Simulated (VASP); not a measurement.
# TaN in VASP: further runs, part 2 of 2

VASP 6.6.1. Earlier steps stand in the parts before.

## 3. Single point, PBE (atoms displaced along a vibrational mode)

INCAR reads:

```
PREC = Accurate
ENCUT = 520
EDIFF = 1E-6
ISMEAR = 0
SIGMA = 0.15
LREAL = F
LASPH = T
NELM = 100
ALGO = Normal
ISIF = 2
LWAVE = F
LCHARG = F
GGA = PE
NBANDS = 24
```

KPOINTS reads:

```
regular mesh
0
Gamma
  14 14 10
```

POSCAR reads:

```
TaN
1.0
    0.0000000000     -2.2081122572     -2.2081122572
    0.0000000000      2.2081122572     -2.2081122572
    4.4162245144      0.0000000000      0.0000000000
Ta N
2 2
Direct
    0.5121475408      0.4878524592      0.0000000000
   -0.0121475408      0.0121475408      0.5000000000
    0.4864590218      0.5135409782      0.5000000000
    0.0135409782     -0.0135409782      0.0000000000
```

Potentials or basis: VASP PAW PBE potentials, release 64 (Ta_pv, N).

On the command line:

```sh
$ cat potpaw_PBE.64/Ta_pv/POTCAR potpaw_PBE.64/N/POTCAR > POTCAR
$ mpirun -np 1 vasp_std > vasp.out
```

OUTCAR:

```text
PREC = Accurate
   ENCUT = 520
   EDIFF = 1E-6
   ISMEAR = 0
   LREAL = F
   LASPH = T
   NELM = 100
   ISIF = 2
   GGA = PE

 ion  position               nearest neighbor table
   1  0.512  0.488  0.000-   4 2.20   4 2.21   4 2.21   3 2.21   3 2.21   4 2.21   2 3.05   2 3.05
                             2 3.12   2 3.12   2 3.12   2 3.12   2 3.20   2 3.20
   2  0.988  0.012  0.500-   3 2.20   3 2.21   3 2.21   4 2.21   4 2.21   3 2.21   1 3.05   1 3.05
                             1 3.12   1 3.12   1 3.12   1 3.12   1 3.20   1 3.20
   3  0.486  0.514  0.500-   2 2.20   2 2.21   2 2.21   1 2.21   1 2.21   2 2.21
   4  0.014  0.986  0.000-   1 2.20   1 2.21   1 2.21   2 2.21   2 2.21   1 2.21

  LATTYP: Found a simple tetragonal cell.
 ALAT       =     3.1227423014
 C/A-ratio  =     1.4142135624

  Lattice vectors:

 A1 = (   0.0000000000,  -2.2081122572,  -2.2081122572)
 A2 = (   0.0000000000,   2.2081122572,  -2.2081122572)
 A3 = (   4.4162245144,   0.0000000000,   0.0000000000)

Analysis of symmetry for initial positions (statically):
=====================================================================
 Subroutine PRICEL returns:
 Original cell was already a primitive cell.

 Routine SETGRP: Setting up the symmetry group for a
 simple tetragonal supercell.

 Subroutine GETGRP returns: Found  8 space group operations
 (whereof  4 operations were pure point group operations)
 out of a pool of 16 trial point group operations.

The static configuration has the point symmetry C_2v.
 The point group associated with its full space group is D_2h.

Analysis of symmetry for dynamics (positions and initial velocities):
=====================================================================
 Subroutine PRICEL returns:
 Original cell was already a primitive cell.

 Routine SETGRP: Setting up the symmetry group for a
 simple tetragonal supercell.

 Subroutine GETGRP returns: Found  8 space group operations
 (whereof  4 operations were pure point group operations)
[... 126 lines left out ...]
     AMIX     =   0.40;   BMIX     =  1.00
     AMIX_MAG =   1.60;   BMIX_MAG =  1.00
  volume/ion in A,a.u.               =      10.77        72.65
  Fermi-wavevector in a.u.,A,eV,Ry     =   1.482804  2.802093 29.915225  2.198707
  Thomas-Fermi vector in A             =   2.596544
   LORBIT       =      0    0 simple, 1 ext, 2 COOP (PROOUT), +10 PAW based schemes
   GGA     = PE    functional components
   LHFCALC =     F    Hartree Fock is set to
   AEXX    =    0.0000 exact exchange contribution
   IVDW    =     0    specifies the selected vdW correction
   LEPSILON=     F    determine dielectric tensor
   LRPA    =     F    only Hartree local field effects (RPA)
 non-spin polarized calculation
 Gauss-broadening in eV      SIGMA  =   0.15
  energy-cutoff  :      520.00
  volume of cell :       43.06
 maximum number of plane-waves:      1208
   NGX = 11   NGY = 11   NGZ = 17

 number of electron      32.0000000 magnetization

 Free energy of the ion-electron system (eV)
  ---------------------------------------------------
  ext. energy  EPLUGINS =         0.00000000
  ---------------------------------------------------
  free energy    TOTEN  =       -43.67582987 eV

  energy without entropy =      -43.65432447  energy(sigma->0) =      -43.66507717

 E-fermi :   9.3401     XC(G=0): -13.3678

 val. band max:        9.3400267460   @ k =   0.2857   0.0714   0.1000
 cond. band min:       9.3404411558   @ k =   0.3571   0.1429   0.0000
 fundamental gap:      0.0004144098
 Fermi energy:         9.3401270985

 k-point     1 :       0.0000    0.0000    0.0000
  band No.  band energies     occupation
      1     -27.0819      2.00000
      2     -26.6825      2.00000
      3     -26.6630      2.00000
      4     -26.4167      2.00000
      5     -26.3891      2.00000
      6     -26.3817      2.00000
[... 637 lines left out ...]
     23      13.1595      0.00000
     24      14.0974      0.00000

 [... further k-points ...]

------------------------ aborting loop because EDIFF is reached ----------------------------------------

  FORCE on cell =-STRESS in cart. coord.  units (eV):
  Direction    XX          YY          ZZ          XY          YZ          ZX
  --------------------------------------------------------------------------------------
  -------------------------------------------------------------------------------------
  Total       -0.2734046      1.0209842      0.0522749      0.0000000      0.0000000      0.0000000
  in kB      -10.1716856     37.9844770      1.9448229      0.0000000      0.0000000      0.0000000
  external PRESSURE =       9.9192048 kB  Pullay stress =       0.0000000 kB

 VOLUME and BASIS-vectors are now :
 -----------------------------------------------------------------------------
  energy-cutoff  :      520.00
  volume of cell :       43.06
      direct lattice vectors                 reciprocal lattice vectors
     0.000000000 -2.208112257 -2.208112257     0.000000000 -0.226437763 -0.226437763
     0.000000000  2.208112257 -2.208112257     0.000000000  0.226437763 -0.226437763
     4.416224514  0.000000000  0.000000000     0.226437763  0.000000000  0.000000000

 POSITION                                       TOTAL-FORCE (eV/Angst)
 -----------------------------------------------------------------------------------
      0.00000     -0.05365     -2.20811         0.000000     -0.284632      0.000000
      2.20811     -2.15447     -2.20811         0.000000      0.284632      0.000000
      2.20811      0.05980     -2.20811         0.000000      0.041499      0.000000
      0.00000      2.14831     -2.20811         0.000000     -0.041499      0.000000
 -----------------------------------------------------------------------------------
    total drift:                                0.000000      0.000000     -0.000000

  FREE ENERGIE OF THE ION-ELECTRON SYSTEM (eV)
  ---------------------------------------------------
  free  energy   TOTEN  =       -43.6758298704 eV

  energy  without entropy=      -43.6543244728  energy(sigma->0) =      -43.66507717
```

Wall time 84 s (1 thread of Intel Xeon 6975P-C (Granite Rapids), shared host); peak memory 0.39 GiB.

What came out:

```yaml
Free_energy: -43.6758 eV
Pressure: 1.0 GPa
Largest_force: 0.285 eV/Å
Band_gap_on_the_k_mesh: zero (bands 16 and 17 overlap by 3.82 eV)
```

Forces in eV/Å, atoms in the order of the input:
```
Ta   0.000 -0.285  0.000
Ta   0.000  0.285  0.000
N    0.000  0.041  0.000
N    0.000 -0.041  0.000
```

Stress tensor (GPa, compression positive):
```
-1.02  0.00  0.00
 0.00  3.80  0.00
 0.00  0.00  0.19
```

Caveat: the cell differs from its parent crystal (atoms displaced along a vibrational mode); spin-orbit coupling is left out, which moves the levels of the heavy elements.
